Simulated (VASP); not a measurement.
Ti, 1 atom in the cell. Symmetry: I4/mmm, No. 139, tetragonal system. The conventional cell has a = 3.380 Å, b = 3.380 Å, c = 3.282 Å, α = 90.00°, β = 90.00°, γ = 90.00°. Within 3.8 Å of Ti (site symmetry 4/mmm) lie 14 Ti at 2.90 to 3.38 Å.  This cell differs from its parent crystal: equal xx and yy strain of +3 %.

```yaml
Program: VASP 6.6.1
Task: electric field gradients
Functional: PBEsol
Potentials_or_basis: VASP PAW PBE potentials, release 64 (Ti_sv)
Cutoff: 400 eV
k_mesh: 14 × 14 × 14
Occupations: fermi-dirac, width 0.05 eV
Spin: no spin polarisation
Dipole_correction: no
Further_INCAR_settings: ALGO = Normal; EDIFF = 1e-08; NBANDS = 12
```

Potentials or basis: VASP PAW PBE potentials, release 64 (Ti_sv).

Command:

```sh
$ cat potpaw_PBE.64/Ti_sv/POTCAR > POTCAR
$ mpirun -np 1 vasp_std > vasp.out
```

Hardware: 1 thread of Intel(R) Xeon(R) Platinum 8375C CPU @ 2.90GHz (Ice Lake), on a shared host.

Task: How long does it take, and how much memory?

Result: It took 55 s on 1 thread of Intel(R) Xeon(R) Platinum 8375C CPU @ 2.90GHz (Ice Lake), on a shared host, peak memory 0.15 GiB. Counts: scf iterations 15, k points 244.
